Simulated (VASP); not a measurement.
# Ni (Fm-3m) in VASP: notebook

The runs below take Ni through single point, with PBE.

Program: VASP 6.6.1. These are calculated values, not measurements. Logs are shortened: lines on timing, memory, paths and dates and some standing lists are left out, and cuts for length are marked.

**1. The cell of the first run**

It takes space group Fm-3m (No. 225, cubic). Conventional cell: a = 3.535 Å, b = 3.535 Å, c = 3.535 Å, α = 90.00°, β = 90.00°, γ = 90.00°. Within 3.3 Å of Ni (site symmetry m-3m) lie 12 Ni at 2.50 Å.

**2. Single point, PBE, collinear spin, ferromagnetic start**

File INCAR:

```
PREC = Accurate
ENCUT = 600
EDIFF = 1E-6
ISMEAR = -1
SIGMA = 0.1
LREAL = False
LASPH = True
NELM = 200
ALGO = Normal
ISIF = 2
LWAVE = False
LCHARG = True
ISPIN = 2
MAGMOM = 2
LORBIT = 11
LMAXMIX = 4
GGA = PE
LELF = True
LVHAR = True
NBANDS = 15
GGA_COMPAT = False
```

File KPOINTS:

```
Automatic mesh
0
Gamma
  14 14 14
```

File POSCAR:

```
Ni
1.0
    0.0000000000      1.7672600000      1.7672600000
    1.7672600000      0.0000000000      1.7672600000
    1.7672600000      1.7672600000      0.0000000000
Ni
1
Direct
    0.0000000000      0.0000000000      0.0000000000
```

Potentials or basis: VASP PAW PBE potentials, release 64 (Ni).

Run with:

```console
$ cat potpaw_PBE.64/Ni/POTCAR > POTCAR
$ mpirun -np 1 vasp_std > vasp.out
```

OUTCAR:

```text
PREC = Accurate
   ENCUT = 600
   EDIFF = 1E-6
   ISMEAR = -1
   LREAL = False
   LASPH = True
   NELM = 200
   ISIF = 2
   ISPIN = 2
   LORBIT = 11
   GGA = PE

 ion  position               nearest neighbor table
   1  0.000  0.000  0.000-

  LATTYP: Found a face centered cubic cell.
 ALAT       =     3.5345200000

  Lattice vectors:

 A1 = (   0.0000000000,   1.7672600000,   1.7672600000)
 A2 = (   1.7672600000,   0.0000000000,   1.7672600000)
 A3 = (   1.7672600000,   1.7672600000,   0.0000000000)

Analysis of symmetry for initial positions (statically):
=====================================================================
 Subroutine PRICEL returns:
 Original cell was already a primitive cell.

 Routine SETGRP: Setting up the symmetry group for a
 face centered cubic supercell.

 Subroutine GETGRP returns: Found 48 space group operations
 (whereof 48 operations were pure point group operations)
 out of a pool of 48 trial point group operations.

The static configuration has the point symmetry O_h .

Analysis of symmetry for dynamics (positions and initial velocities):
=====================================================================
 Subroutine PRICEL returns:
 Original cell was already a primitive cell.

 Routine SETGRP: Setting up the symmetry group for a
 face centered cubic supercell.

 Subroutine GETGRP returns: Found 48 space group operations
 (whereof 48 operations were pure point group operations)
 out of a pool of 48 trial point group operations.

The dynamic configuration has the point symmetry O_h .

Analysis of structural, dynamic, and magnetic symmetry:
=====================================================================
 Subroutine PRICEL returns:
 Original cell was already a primitive cell.

 Routine SETGRP: Setting up the symmetry group for a
 face centered cubic supercell.

 Subroutine GETGRP returns: Found 48 space group operations
 (whereof 48 operations were pure point group operations)
 out of a pool of 48 trial point group operations.

The overall configuration has the point symmetry O_h .

 Subroutine INISYM returns: Found 48 space group operations
 (whereof 48 operations are pure point group operations),
 and found     1 'primitive' translations

----------------------------------------------------------------------------------------

                                     Primitive cell

  volume of cell :      11.0390

  direct lattice vectors                    reciprocal lattice vectors
     0.000000000  1.767260000  1.767260000    -0.282923848  0.282923848  0.282923848
     1.767260000  0.000000000  1.767260000     0.282923848 -0.282923848  0.282923848
     1.767260000  1.767260000  0.000000000     0.282923848  0.282923848 -0.282923848

[... 116 lines left out ...]
   NGX =  9   NGY =  9   NGZ =  9

 number of electron      10.0000010 magnetization       0.6027799

 Free energy of the ion-electron system (eV)
  ---------------------------------------------------
  ext. energy  EPLUGINS =         0.00000000
  ---------------------------------------------------
  free energy    TOTEN  =        -5.49591149 eV

  energy without entropy =       -5.43865224  energy(sigma->0) =       -5.46728187

 E-fermi :   9.1571     XC(G=0): -13.1697

 val. band max:        9.1545651119   @ k =   0.5000   0.4286   0.0000
 cond. band min:       9.1573956502   @ k =  -0.3571   0.2143   0.0714
 fundamental gap:      0.0028305384
 Fermi energy:         9.1570861294

 spin component 1

 k-point     1 :       0.0000    0.0000    0.0000
  band No.  band energies     occupation
      1       0.2637      1.00000
      2       6.7980      1.00000
      3       6.7980      1.00000
      4       6.7980      1.00000
      5       7.9347      1.00000
      6       7.9347      1.00000
      7      32.7736      0.00000
      8      36.5181      0.00000
      9      36.5181      0.00000
     10      36.5181      0.00000
     11      39.4176      0.00000
     12      39.4176      0.00000
     13      39.4176      0.00000
     14      42.4089      0.00000
[... 403 lines left out ...]
      4       7.2849      1.00000
      5       7.8990      1.00000
      6       8.2588      0.99987
      7      24.5428      0.00000
      8      30.0027      0.00000
      9      30.7915      0.00000
     10      33.3801      0.00000
     11      38.3328      0.00000
     12      42.4265      0.00000
     13      44.3718      0.00000
     14      46.4764      0.00000
     15      50.8501      0.00000

 [... further k-points ...]

 spin component 2

 k-point     1 :       0.0000    0.0000    0.0000
  band No.  band energies     occupation
      1       0.2262      1.00000
      2       7.5141      1.00000
      3       7.5141      1.00000
      4       7.5141      1.00000
      5       8.5137      0.99840
      6       8.5137      0.99840
      7      32.6084      0.00000
      8      36.5025      0.00000
      9      36.5025      0.00000
     10      36.5025      0.00000
     11      39.5079      0.00000
     12      39.5079      0.00000
     13      39.5079      0.00000
     14      42.2815      0.00000
[... 403 lines left out ...]
      4       7.9754      0.99999
      5       8.5512      0.99767
      6       8.8947      0.93239
      7      24.6530      0.00000
      8      30.0797      0.00000
      9      30.7504      0.00000
     10      33.4398      0.00000
     11      38.4443      0.00000
     12      42.3857      0.00000
     13      44.3422      0.00000
     14      46.4798      0.00000
     15      50.9396      0.00000

 [... further k-points ...]
[... 5 lines left out ...]
  --------------------------------------------------------------------------------------
  -------------------------------------------------------------------------------------
  Total       -0.1583933     -0.1583933     -0.1583933     -0.0000000      0.0000000     -0.0000000
  in kB      -22.9887877    -22.9887877    -22.9887877     -0.0000000      0.0000000     -0.0000000
  external PRESSURE =     -22.9887877 kB  Pullay stress =       0.0000000 kB

 VOLUME and BASIS-vectors are now :
 -----------------------------------------------------------------------------
  energy-cutoff  :      600.00
  volume of cell :       11.04
      direct lattice vectors                 reciprocal lattice vectors
     0.000000000  1.767260000  1.767260000    -0.282923848  0.282923848  0.282923848
     1.767260000  0.000000000  1.767260000     0.282923848 -0.282923848  0.282923848
     1.767260000  1.767260000  0.000000000     0.282923848  0.282923848 -0.282923848

 POSITION                                       TOTAL-FORCE (eV/Angst)
 -----------------------------------------------------------------------------------
      0.00000      0.00000      0.00000         0.000000     -0.000000     -0.000000
 -----------------------------------------------------------------------------------
    total drift:                                0.000000     -0.000000      0.000000

  FREE ENERGIE OF THE ION-ELECTRON SYSTEM (eV)
  ---------------------------------------------------
  free  energy   TOTEN  =        -5.4959114934 eV

  energy  without entropy=       -5.4386522375  energy(sigma->0) =       -5.46728187

 total charge

# of ion       s       p       d       tot
------------------------------------------
    1        0.491   0.485   8.309   9.285

 magnetization (x)

# of ion       s       p       d       tot
------------------------------------------
    1       -0.007  -0.025   0.646   0.615
```

OSZICAR:

```text
N       E                     dE             d eps       ncg     rms          rms(c)
DAV:   1     0.369415531982E+02    0.36942E+02   -0.49029E+03  6552   0.102E+03
DAV:   2    -0.466717472382E+01   -0.41609E+02   -0.38518E+02  7059   0.176E+02
DAV:   3    -0.633227493356E+01   -0.16651E+01   -0.16515E+01  7542   0.337E+01
DAV:   4    -0.634249271244E+01   -0.10218E-01   -0.10216E-01  7747   0.254E+00
DAV:   5    -0.634261686687E+01   -0.12415E-03   -0.12415E-03  7642   0.251E-01    0.110E+01
DAV:   6    -0.588350718294E+01    0.45911E+00   -0.13288E+01  9012   0.420E+01    0.643E+00
DAV:   7    -0.551028466780E+01    0.37322E+00   -0.26916E+00  8334   0.163E+01    0.175E+00
DAV:   8    -0.549976340835E+01    0.10521E-01   -0.22555E-02  7429   0.925E-01    0.952E-01
DAV:   9    -0.549683719192E+01    0.29262E-02   -0.16576E-03  9751   0.246E-01    0.339E-01
DAV:  10    -0.549590257010E+01    0.93462E-03   -0.14506E-03  9305   0.228E-01    0.452E-02
DAV:  11    -0.549591064011E+01   -0.80700E-05   -0.20143E-05  7712   0.320E-02    0.263E-02
DAV:  12    -0.549591149343E+01   -0.85332E-06   -0.69175E-06  7748   0.207E-02
   1 F= -.54959115E+01 E0= -.54672819E+01  d E =-.572593E-01  mag=     0.6018
```

stdout:

```text
POSCAR found type information on POSCAR Ni
 POSCAR found :  1 types and       1 ions
 scaLAPACK will be used
 LDA part: xc-table for (Slater+PW92), standard interpolation
 POSCAR, INCAR and KPOINTS ok, starting setup
 FFT: planning ... GRIDC
 FFT: planning ... GRID_SOFT
 FFT: planning ... GRID
 WAVECAR not read
 entering main loop
```

It took 16 s on 1 thread of Intel Xeon 6975P-C (Granite Rapids), shared host; peak memory 0.15 GiB.

Results:

```yaml
Free_energy: -5.4959 eV
Pressure: -2.3 GPa
Net_moment: 0.60 μB per cell
Site_moments: Ni +0.61 μB
Valence_electrons_inside_the_program's_atomic_spheres: Ni 9.29
```

**3. Single point, PBE, collinear spin, ferromagnetic start**

File INCAR:

```
SYSTEM = Ni
PREC = Accurate
ENCUT = 600
EDIFF = 1E-6
ISMEAR = -1
SIGMA = 0.1
LREAL = .FALSE.
LASPH = .TRUE.
NELM = 200
ALGO = Normal
ISIF = 2
LWAVE = .FALSE.
LCHARG = .FALSE.
ISPIN = 2
MAGMOM = 2
LORBIT = 11
LMAXMIX = 4
GGA = PE
NBANDS = 15
GGA_COMPAT = .FALSE.
```

File KPOINTS:

```
Automatic mesh
0
G
  14 14 14
  0 0 0
```

POSCAR is that of step 2.

Potentials or basis: VASP PAW PBE potentials, release 64 (Ni).

Run with:

```console
$ cat potpaw_PBE.64/Ni/POTCAR > POTCAR
$ mpirun -np 1 vasp_std > vasp.out
```

OUTCAR:

```text
SYSTEM = Ni
   PREC = Accurate
   ENCUT = 600
   EDIFF = 1E-6
   ISMEAR = -1
   LREAL = .FALSE.
   LASPH = .TRUE.
   NELM = 200
   ISIF = 2
   ISPIN = 2
   LORBIT = 11
   GGA = PE

 ion  position               nearest neighbor table
   1  0.000  0.000  0.000-

  LATTYP: Found a face centered cubic cell.
 ALAT       =     3.5345200000

  Lattice vectors:

 A1 = (   0.0000000000,   1.7672600000,   1.7672600000)
 A2 = (   1.7672600000,   0.0000000000,   1.7672600000)
[... 1071 lines left out ...]
  -------------------------------------------------------------------------------------
  Total       -0.1583933     -0.1583933     -0.1583933     -0.0000000      0.0000000     -0.0000000
  in kB      -22.9887877    -22.9887877    -22.9887877     -0.0000000      0.0000000     -0.0000000
  external PRESSURE =     -22.9887877 kB  Pullay stress =       0.0000000 kB

 VOLUME and BASIS-vectors are now :
 -----------------------------------------------------------------------------
  energy-cutoff  :      600.00
  volume of cell :       11.04
      direct lattice vectors                 reciprocal lattice vectors
     0.000000000  1.767260000  1.767260000    -0.282923848  0.282923848  0.282923848
     1.767260000  0.000000000  1.767260000     0.282923848 -0.282923848  0.282923848
     1.767260000  1.767260000  0.000000000     0.282923848  0.282923848 -0.282923848

 POSITION                                       TOTAL-FORCE (eV/Angst)
 -----------------------------------------------------------------------------------
      0.00000      0.00000      0.00000         0.000000     -0.000000     -0.000000
 -----------------------------------------------------------------------------------
    total drift:                                0.000000     -0.000000      0.000000

  FREE ENERGIE OF THE ION-ELECTRON SYSTEM (eV)
  ---------------------------------------------------
  free  energy   TOTEN  =        -5.4959114934 eV

  energy  without entropy=       -5.4386522375  energy(sigma->0) =       -5.46728187

 total charge

# of ion       s       p       d       tot
------------------------------------------
    1        0.491   0.485   8.309   9.285

 magnetization (x)

# of ion       s       p       d       tot
------------------------------------------
    1       -0.007  -0.025   0.646   0.615
```

OSZICAR:

```text
N       E                     dE             d eps       ncg     rms          rms(c)
DAV:   1     0.369415531982E+02    0.36942E+02   -0.49029E+03  6552   0.102E+03
DAV:   2    -0.466717472382E+01   -0.41609E+02   -0.38518E+02  7059   0.176E+02
DAV:   3    -0.633227493356E+01   -0.16651E+01   -0.16515E+01  7542   0.337E+01
DAV:   4    -0.634249271244E+01   -0.10218E-01   -0.10216E-01  7747   0.254E+00
DAV:   5    -0.634261686687E+01   -0.12415E-03   -0.12415E-03  7642   0.251E-01    0.110E+01
DAV:   6    -0.588350718294E+01    0.45911E+00   -0.13288E+01  9012   0.420E+01    0.643E+00
DAV:   7    -0.551028466780E+01    0.37322E+00   -0.26916E+00  8334   0.163E+01    0.175E+00
DAV:   8    -0.549976340835E+01    0.10521E-01   -0.22555E-02  7429   0.925E-01    0.952E-01
DAV:   9    -0.549683719192E+01    0.29262E-02   -0.16576E-03  9751   0.246E-01    0.339E-01
DAV:  10    -0.549590257010E+01    0.93462E-03   -0.14506E-03  9305   0.228E-01    0.452E-02
DAV:  11    -0.549591064011E+01   -0.80700E-05   -0.20143E-05  7712   0.320E-02    0.263E-02
DAV:  12    -0.549591149343E+01   -0.85332E-06   -0.69175E-06  7748   0.207E-02
   1 F= -.54959115E+01 E0= -.54672819E+01  d E =-.572593E-01  mag=     0.6018
```

Wall time 16 s (1 thread of Intel Xeon 6975P-C (Granite Rapids), shared host); peak memory 0.15 GiB.

Results:

- Free energy: -5.4959 eV
- Pressure: -2.3 GPa
- Net moment: 0.60 μB per cell
- Site moments: Ni +0.61 μB
- Valence electrons inside the program's atomic spheres: Ni 9.29

(Continued in part 2 of 2.)
